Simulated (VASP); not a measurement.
# HgTe: single point with HSE06

The system is HgTe.

```
CELL_PARAMETERS angstrom
0.00000 3.19048 3.41966
3.19048 0.00000 3.41966
3.19048 3.19048 0.00000
ATOMIC_POSITIONS crystal
Hg 0.00000 0.00000 0.00000
Te 0.25000 0.25000 0.25000
```

This cell differs from its parent crystal: epitaxial xy strain -3.0%.

```yaml
Program: VASP 6.6.1
Task: single point
Functional: HSE06
Potentials_or_basis: VASP PAW PBE potentials, release 64 (Hg, Te)
Cutoff: 520 eV
k_mesh: 4 × 4 × 4
Occupations: fermi-dirac, width 0.02 eV
Spin: no spin polarisation
```

* Pressure: 0.9 GPa
* Band gap on the k mesh: zero (filled and empty bands touch)

Stress tensor (GPa, compression positive):
```
1.34 0.00 0.00
0.00 1.34 0.00
0.00 0.00 0.11
```

Levels at points of the mesh, in eV from the Fermi level:
```
           k point  band 6  band 7  band 8  band 9  band 10  band 11  band 12  band 13
(0.00, 0.00, 0.00)   -7.86   -0.31   -0.31    0.00     0.00     4.98     4.98     4.99
(0.50, 0.00, 0.00)   -7.53   -5.75   -1.28   -0.93     1.23     5.61     5.97     7.64
(0.50, 0.50, 0.00)   -7.47   -5.99   -2.21   -2.21     2.86     3.27     8.71     9.78
(0.50, 0.00, 0.50)   -7.34   -5.63   -2.58   -2.41     2.33     2.97     9.14     9.48
```

It took 25 min on 1 thread of Intel(R) Xeon(R) 6975P-C (Granite Rapids), with other jobs on the host, peak memory 0.32 GiB.

Caveat: the k points lie up to 0.42 Å⁻¹ apart; the cell differs from its parent crystal (epitaxial xy strain -3.0%); the PAW data sets were made with another functional, which shifts forces and pressure a little; spin-orbit coupling is left out, which moves the levels of the heavy elements.
